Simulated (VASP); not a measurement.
Input of a VASP 6.6.1 run:

File INCAR:

```
SYSTEM = GaP
ALGO = Normal ; EDIFF = 1E-6
ENCUT = 500 ; GGA = PE
GGA_COMPAT = .FALSE. ; ISIF = 2
ISMEAR = 0 ; LASPH = .TRUE.
LCHARG = .TRUE. ; LELF = .TRUE.
LREAL = .FALSE. ; LVHAR = .TRUE.
LWAVE = .FALSE. ; NBANDS = 16
NELM = 120 ; PREC = Accurate
SIGMA = 0.02
```

KPOINTS

```
k-points
0
G
  8 8 8
  0 0 0
```

Contents of POSCAR:

```
GaP
1.0
    0.0000000000      2.8215330825      2.8215330825
    2.8215330825      0.0000000000      2.8215330825
    2.8215330825      2.8215330825      0.0000000000
Ga P
1 1
Direct
    0.0000000000      0.0000000000      0.0000000000
    0.7500000000      0.7500000000      0.7500000000
```

Potentials or basis: VASP PAW PBE potentials, release 64 (Ga_d, P).

Command:

```console
$ cat potpaw_PBE.64/Ga_d/POTCAR potpaw_PBE.64/P/POTCAR > POTCAR
$ mpirun -np 1 vasp_std > vasp.out
```

Question: Estimate the pressure.

Answer: -4.8 GPa.

Question: Estimate the band gap on the k mesh.

Answer: 0.99 eV.

Caveat: the cell differs from its parent crystal (strained); the cell stands under tension. A k mesh can miss the band edges.
